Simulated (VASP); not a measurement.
A run of VASP 6.6.1 is set up as follows.

File INCAR:

```
  ALGO = Normal
  EDIFF = 1E-6
  ENCUT = 520
  GGA = PE
  ISIF = 2
  ISMEAR = 0
  LASPH = T
  LCHARG = F
  LREAL = F
  LWAVE = F
  NBANDS = 33
  NELM = 80
  PREC = Accurate
  SIGMA = 0.01
```

Contents of KPOINTS:

```
k-points
0
Gamma
  10 10 10
```

POSCAR

```
TiO2
1.0
   -1.8994233981      1.8994233981      4.8502125227
    1.8994233981     -1.8994233981      4.8502125227
    1.8994233981      1.8994233981     -4.8502125227
Ti O
2 4
Direct
    0.0000000000      0.0000000000      0.0000000000
    0.7500000000      0.2500000000      0.5000000000
    0.2064568316      0.2064568316      0.0000000000
    0.9564568316      0.4564568316      0.5000000000
    0.5435431684      0.0435431684      0.5000000000
    0.7935431684      0.7935431684      0.0000000000
```

Potentials or basis: VASP PAW PBE potentials, release 64 (Ti_sv, O).

The run is started by

```sh
$ cat potpaw_PBE.64/Ti_sv/POTCAR potpaw_PBE.64/O/POTCAR > POTCAR
$ mpirun -np 1 vasp_std > vasp.out
```

**Question.** What does it give for the band gap on the k mesh?

**Answer.** 2.11 eV (least direct gap 2.41 eV).

**Question.** What does it give for the largest force?

**Answer.** 0.018 eV/Å.

**Question.** Estimate the pressure.

**Answer.** 0.7 GPa.

Forces on the atoms (eV/Å):
```
Ti   0.000  0.000  0.000
Ti   0.000  0.000  0.000
O    0.000  0.000  0.018
O    0.000  0.000  0.018
O    0.000  0.000 -0.018
O    0.000  0.000 -0.018
```

A k mesh can miss the band edges.
